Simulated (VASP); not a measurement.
KCl: single point with PBEsol

KCl:

```
K Cl
1.0
     3.74322    0.00000    0.00000
     0.00000    3.74322    0.00000
     0.00000    0.00000    3.93518
K Cl
1 1
Direct
  0.00000 0.00000 0.00000
  0.50000 0.50000 0.50000
```

This cell differs from its parent crystal: strain -0.025 along x and y, +0.025 along z.

```yaml
Program: VASP 6.6.1
Task: single point
Functional: PBEsol
Potentials_or_basis: VASP PAW PBE potentials, release 64 (K_sv, Cl)
Cutoff: 520 eV
k_mesh: 6 × 6 × 6
Occupations: gaussian, width 0.05 eV
Spin: no spin polarisation
```

```json
{
  "Pressure": "-1.0 GPa",
  "Band gap on the k mesh": "4.61 eV, indirect (least direct gap 4.81 eV)"
}
```

Stress tensor (GPa, compression positive):
```
-0.29  0.00  0.00
 0.00 -0.29  0.00
 0.00  0.00 -2.45
```

Levels at points of the mesh, in eV from the valence-band top:
```tsv
k point	band 4	band 5	band 6	band 7	band 8	band 9	band 10	band 11	band 12	band 13
(0.00, 0.00, 0.00)	-11.38	-11.38	-0.47	-0.20	-0.20	4.61	6.25	6.43	10.50	10.50
(0.50, 0.00, 0.00)	-11.35	-11.28	-1.97	-0.48	-0.18	7.54	7.72	8.36	9.92	10.30
(0.50, 0.50, 0.00)	-11.66	-11.33	-1.34	-1.34	-0.22	6.07	6.82	8.50	8.50	11.38
(0.00, 0.00, 0.50)	-11.36	-11.20	-1.95	-0.24	-0.24	7.56	7.66	7.94	9.98	10.65
(0.50, 0.00, 0.50)	-11.58	-11.33	-1.40	-1.29	0.00	5.93	7.23	8.88	9.05	11.07
(0.50, 0.50, 0.50)	-11.61	-11.52	-1.51	-1.51	-1.43	8.55	8.70	8.70	9.54	9.96
```

It took 27 s on 1 thread of AMD EPYC 9R45 (Zen 5), with other jobs on the host, peak memory 0.14 GiB.

Caveat: the cell differs from its parent crystal (strain -0.025 along x and y, +0.025 along z); the PAW data sets were made with another functional, which shifts forces and pressure a little. A k mesh can miss the band edges.
